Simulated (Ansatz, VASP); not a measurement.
# InSb: VASP beside Ansatz

```xyz
2
Lattice="2.9147 0.0000 0.0000 0.0000 3.0362 0.0000 0.0000 0.0000 6.2183" Properties=species:S:1:pos:R:3 pbc="T T T"
In    0.0000    0.0000    0.0000
Sb    0.0000    0.0000    3.1091
```

Change from the starting cell: normal strain along x -0.0400, normal strain along z +0.0200.

Alike in both runs: task single point; functional PBEsol; k mesh 14 × 14 × 8; occupations gaussian, width 0.15 eV; no spin polarisation.

```csv
,VASP,Ansatz
version,VASP 6.6.1,Ansatz 0.2.0
potentials or method,"VASP PAW PBE potentials, release 64 (In_d, Sb), cutoff 500 eV","scalar-relativistic, plane waves, PAW"
valence electrons in the cell,18,28
```

|  | VASP | Ansatz | Ansatz less VASP |
| --- | --- | --- | --- |
| gap on the k mesh at the Fermi level (eV) | none | none | - |
| pressure (GPa) | 1.6 | 1.5 | -0.06 |
| traceless stress, the component that is largest in VASP (GPa) | -2.93 | -2.89 | +0.041 |

VASP's potentials were made for PBE, not for PBEsol, and Ansatz warns of the same on its side. A gap of «none» marks a metal or a gap that the smearing closes. The functional is the same, so the differences come from potentials, cutoffs and numerics. VASP's potentials hold 18 valence electrons a cell and Ansatz's 28, so a difference there can come from the potentials and not from the codes.

Spin-orbit coupling is off throughout.
